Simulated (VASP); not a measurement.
# AgCl (C2/m) in VASP: further runs, part 2 of 2

VASP 6.6.1. Earlier steps stand in the parts before.

## 3. Single point, PBEsol (engineering shear strain xz -0.1650, engineering shear strain yz -0.1650)

File INCAR:

```
SYSTEM = AgCl
  PREC = Accurate
  ENCUT = 520
  EDIFF = 1E-6
  ISMEAR = 0
  SIGMA = 0.05
  LREAL = .False.
  LASPH = .True.
  NELM = 100
  ALGO = Normal
  ISIF = 2
  LWAVE = .False.
  LCHARG = .False.
  GGA = PS
  NBANDS = 16
```

File KPOINTS:

```
Automatic mesh
0
Gamma
  10 10 10
  0 0 0
```

File POSCAR:

```
AgCl
1.0
    3.3311591989      0.0000000000     -0.2748206339
    0.0000000000      3.3311591989     -0.2748206339
   -0.2748206339     -0.2748206339      3.3311591989
Ag Cl
1 1
Direct
    0.0000000000      0.0000000000      0.0000000000
    0.5000000000      0.5000000000      0.5000000000
```

Potentials or basis: VASP PAW PBE potentials, release 64 (Ag, Cl).

Started as:

```bash
cat potpaw_PBE.64/Ag/POTCAR potpaw_PBE.64/Cl/POTCAR > POTCAR
mpirun -np 1 vasp_std > vasp.out
```

OUTCAR:

```text
SYSTEM = AgCl
   PREC = Accurate
   ENCUT = 520
   EDIFF = 1E-6
   ISMEAR = 0
   LREAL = .False.
   LASPH = .True.
   NELM = 100
   ISIF = 2
   GGA = PS

 ion  position               nearest neighbor table
   1  0.000  0.000  0.000-   2 2.57   2 2.57   2 2.89   2 2.89   2 2.89   2 2.89
   2  0.500  0.500  0.500-   1 2.57   1 2.57   1 2.89   1 2.89   1 2.89   1 2.89

  LATTYP: Found a base centered monoclinic cell.
 ALAT       =     4.7429261791
 B/A-ratio  =     0.9932624586
 C/A-ratio  =     0.7071067812
 COS(beta)  =    -0.2302114840

  Lattice vectors:

 A1 = (   3.3311591989,   0.0000000000,  -0.2748206339)
 A2 = (   0.0000000000,   3.3311591989,  -0.2748206339)
 A3 = (  -0.2748206339,  -0.2748206339,   3.3311591989)

Analysis of symmetry for initial positions (statically):
=====================================================================
 Subroutine PRICEL returns:
 Original cell was already a primitive cell.

 Routine SETGRP: Setting up the symmetry group for a
 base centered monoclinic supercell.

 Subroutine GETGRP returns: Found  4 space group operations
 (whereof  4 operations were pure point group operations)
 out of a pool of  4 trial point group operations.
[... 158 lines left out ...]
  ext. energy  EPLUGINS =         0.00000000
  ---------------------------------------------------
  free energy    TOTEN  =        -5.86329620 eV

  energy without entropy =       -5.86329499  energy(sigma->0) =       -5.86329560

 E-fermi :   5.8396     XC(G=0): -11.1508

 val. band max:        5.7334942425   @ k =   0.5000   0.0000   0.0000
 cond. band min:       5.9380866059   @ k =   0.0000   0.0000   0.0000
 fundamental gap:      0.2045923634
 Fermi energy:         5.8396395988

 k-point     1 :       0.0000    0.0000    0.0000
  band No.  band energies     occupation
      1     -10.2180      2.00000
      2       1.9022      2.00000
      3       1.9797      2.00000
      4       2.6133      2.00000
      5       2.7610      2.00000
      6       3.0138      2.00000
[... 433 lines left out ...]
      3       0.9173      2.00000
      4       1.9539      2.00000
      5       2.7280      2.00000
      6       2.8303      2.00000
[... 8 lines left out ...]
     15      19.3123      0.00000
     16      21.3327      0.00000

 [... further k-points ...]
[... 5 lines left out ...]
  --------------------------------------------------------------------------------------
  -------------------------------------------------------------------------------------
  Total        0.6493464      0.6493464      0.5869516      0.1875828     -0.1042581     -0.1042581
  in kB       28.5333829     28.5333829     25.7916519      8.2427053     -4.5812800     -4.5812793
  external PRESSURE =      27.6194725 kB  Pullay stress =       0.0000000 kB

 VOLUME and BASIS-vectors are now :
 -----------------------------------------------------------------------------
  energy-cutoff  :      520.00
  volume of cell :       36.46
      direct lattice vectors                 reciprocal lattice vectors
     3.331159199  0.000000000 -0.274820634     0.302267204  0.002071405  0.025107935
     0.000000000  3.331159199 -0.274820634     0.002071405  0.302267204  0.025107935
    -0.274820634 -0.274820634  3.331159199     0.025107935  0.025107935  0.304338609

 POSITION                                       TOTAL-FORCE (eV/Angst)
 -----------------------------------------------------------------------------------
      0.00000      0.00000      0.00000        -0.000000      0.000000      0.000000
      1.52817      1.52817      1.39076         0.000000     -0.000000      0.000000
 -----------------------------------------------------------------------------------
    total drift:                               -0.000000      0.000000      0.000000

  FREE ENERGIE OF THE ION-ELECTRON SYSTEM (eV)
  ---------------------------------------------------
  free  energy   TOTEN  =        -5.8632961993 eV

  energy  without entropy=       -5.8632949921  energy(sigma->0) =       -5.86329560
```

Run time: 62 s. Hardware: 1 thread of Intel Xeon 6975P-C (Granite Rapids), shared host; peak memory 0.28 GiB.

Results:

* Free energy: -5.8633 eV
* Pressure: 2.8 GPa
* Band gap on the k mesh: 0.20 eV, indirect (least direct gap 2.23 eV)

Stress tensor (GPa, compression positive):
```
 2.85  0.82 -0.46
 0.82  2.85 -0.46
-0.46 -0.46  2.58
```

Caveat: the cell differs from its parent crystal (engineering shear strain xz -0.1650, engineering shear strain yz -0.1650); the PAW data sets were made with another functional, which shifts forces and pressure a little. A k mesh can miss the band edges.

## 4. Single point, PBEsol (engineering shear strain xz -0.1100, engineering shear strain yz -0.1100)

File INCAR:

```
PREC = Accurate ; ENCUT = 520
EDIFF = 1E-6 ; ISMEAR = 0
SIGMA = 0.05 ; LREAL = False
LASPH = True ; NELM = 60
ALGO = Normal ; ISIF = 2
LWAVE = False ; LCHARG = False
GGA = PS ; NBANDS = 16
```

File KPOINTS:

```
regular mesh
0
Gamma
  10 10 10
```

File POSCAR:

```
AgCl
1.0
    3.3311591989      0.0000000000     -0.1832137559
    0.0000000000      3.3311591989     -0.1832137559
   -0.1832137559     -0.1832137559      3.3311591989
Ag Cl
1 1
Direct
    0.0000000000      0.0000000000      0.0000000000
    0.5000000000      0.5000000000      0.5000000000
```

Started as:

```bash
cat potpaw_PBE.64/Ag/POTCAR potpaw_PBE.64/Cl/POTCAR > POTCAR
mpirun -np 1 vasp_std > vasp.out
```

It took 67 s on 1 thread of Intel Xeon 6975P-C (Granite Rapids), shared host; peak memory 0.28 GiB.

It converged, with:

```
Free energy            : -5.8484 eV
Pressure               : 1.0 GPa
Band gap on the k mesh : 0.20 eV, indirect (least direct gap 2.13 eV)
```

Stress tensor (GPa, compression positive):
```
 1.07  0.24 -0.88
 0.24  1.07 -0.88
-0.88 -0.88  1.00
```

Levels at points of the mesh, in eV from the valence-band top:
```csv
k point,band 7,band 8,band 9,band 10,band 11,band 12
"(0.00, 0.00, 0.00)",-2.38,-2.25,-1.92,0.20,8.88,8.94
"(0.50, 0.00, 0.00)",-1.93,-0.76,0.00,4.33,5.71,8.28
"(0.50, 0.50, 0.00)",-2.61,-2.07,-1.62,2.20,8.79,8.86
"(0.00, 0.00, 0.50)",-1.95,-0.46,-0.30,4.23,5.76,7.92
"(0.50, 0.00, 0.50)",-2.65,-2.09,-1.61,2.28,8.21,9.43
"(0.50, 0.50, 0.50)",-0.93,-0.55,-0.14,3.31,3.92,4.81
```

Caveat: the cell differs from its parent crystal (engineering shear strain xz -0.1100, engineering shear strain yz -0.1100); the PAW data sets were made with another functional, which shifts forces and pressure a little. A k mesh can miss the band edges.

## 5. The runs side by side

```tsv
cell	gap on the mesh (eV)	pressure (GPa)
a = 3.351, b = 3.351, c = 3.371 Å, angles 102.5, 102.5, 89.3°, 2 atoms	0.29	5.6
a = 3.342, b = 3.342, c = 3.354 Å, angles 99.4, 99.4, 89.6°, 2 atoms	0.20	2.8
a = 3.336, b = 3.336, c = 3.341 Å, angles 96.3, 96.3, 89.8°, 2 atoms	0.20	1.0
```

Alike in all rows: task single point; level PBEsol; potentials or basis VASP PAW PBE potentials, release 64 (Ag, Cl); no spin polarisation; k mesh 10 × 10 × 10; cutoff (eV) 520; smearing gaussian 0.05 eV.

Caveats: the PAW data sets were made with another functional, which shifts forces and pressure a little.

Absolute energies hang on the potentials; compare differences alone.
